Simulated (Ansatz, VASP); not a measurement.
C in VASP and in Ansatz

```
CELL_PARAMETERS angstrom
1.22277 -2.11674 0.00000
1.22277 2.11674 0.00000
0.00000 0.00000 6.73532
ATOMIC_POSITIONS crystal
C 0.08330 0.91670 0.75001
C 0.58330 0.41670 0.24999
C 0.91670 0.08330 0.24999
C 0.41670 0.58330 0.75001
```

Alike in both runs: functional LDA; k mesh 18 × 18 × 6; occupations gaussian, width 0.1 eV; no spin polarisation.

Ansatz relaxed the structure, and its values are those at the end. VASP's run is a single point on that final structure, the one shown.

|  | VASP | Ansatz |
| --- | --- | --- |
| version | VASP 6.6.1 | Ansatz 0.2.0 |
| potentials or method | VASP PAW LDA potentials, release 64 (C), cutoff 520 eV | scalar-relativistic, plane waves, PAW |
| valence electrons in the cell | 16 | 16 |

```csv
,VASP,Ansatz,Ansatz less VASP
gap on the k mesh at the Fermi level (eV),none,none,-
pressure (GPa),0.8,0.0,-0.80
```

LDA's correlation is that of Perdew and Zunger in VASP and of Perdew and Wang (1992) in Ansatz. A gap of «none» marks a metal or a gap that the smearing closes.
